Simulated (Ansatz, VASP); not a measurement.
**One calculation of GaP, two programs**

File POSCAR:

```
GaP
1.0
    0.0000000000      2.6571187500      2.5889875000
    2.6571187500      0.0000000000      2.5889875000
    2.6571187500      2.6571187500      0.0000000000
Ga P
1 1
Direct
    0.0000000000      0.0000000000      0.0000000000
    0.7500000000      0.7500000000      0.7500000000
```

INCAR.step1

```
SYSTEM = GaP
ALGO = Normal
EDIFF = 1E-4
ENCUT = 520
GGA = PE
ISMEAR = 0
LASPH = .True.
LCHARG = .False.
LREAL = .False.
LWAVE = .True.
NBANDS = 16
NELM = 80
PREC = Accurate
SIGMA = 0.05
```

The input INCAR.step2:

```
SYSTEM = GaP
ALGO = Normal
EDIFF = 1E-7
ENCUT = 520
ISIF = 2
ISMEAR = 0
ISTART = 1
LASPH = .True.
LCHARG = .False.
LMIXTAU = .True.
LREAL = .False.
LWAVE = .False.
METAGGA = R2SCAN
NBANDS = 16
NELM = 80
PREC = Accurate
SIGMA = 0.05
```

File KPOINTS:

```
k-points
0
Gamma
  8 8 8
  0 0 0
```

Input for Ansatz:

```yaml
crystal:
  lattice:
    - [0.0, 2.65711875, 2.5889875]
    - [2.65711875, 0.0, 2.5889875]
    - [2.65711875, 2.65711875, 0.0]
  atoms:
    - { symbol: Ga, position: [0.0, 0.0, 0.0] }
    - { symbol: P, position: [0.75, 0.75, 0.75] }
basis:
  ecutwfc: 500
kpoints:
  mp_grid: { grid: [8, 8, 8] }
hamiltonian:
  xc: r2scan
scf:
  occupations: { method: gaussian, width: 0.05 }
output:
  forces: true
  stress: true
  eigenvalues: true
  write_density: true
  write_potential: true
  elf: true
  volumetric_format: npy
```

Change from the starting cell: strain -0.025 along x and y, -0.050 along z, atoms carried along.

Alike in both runs: task single point; functional r2SCAN; k mesh 8 × 8 × 8; occupations gaussian, width 0.05 eV; no spin polarisation.

|  | VASP | Ansatz |
| --- | --- | --- |
| version | VASP 6.6.1 | Ansatz 0.2.0 |
| potentials or method | VASP PAW PBE potentials, release 64 (Ga_d, P), cutoff 520 eV | scalar-relativistic, plane waves, PAW |
| valence electrons in the cell | 18 | 18 |

```csv
,VASP,Ansatz,Ansatz less VASP
gap on the k mesh at the Fermi level (eV),1.44,1.43,-0.003
least direct gap on the mesh (eV),3.15,3.17,+0.027
pressure (GPa),11.2,11.2,+0.02
"traceless stress, the component that is largest in VASP (GPa)",1.34,1.34,-0.002
```

VASP's potentials were made for PBE, not for r2SCAN.
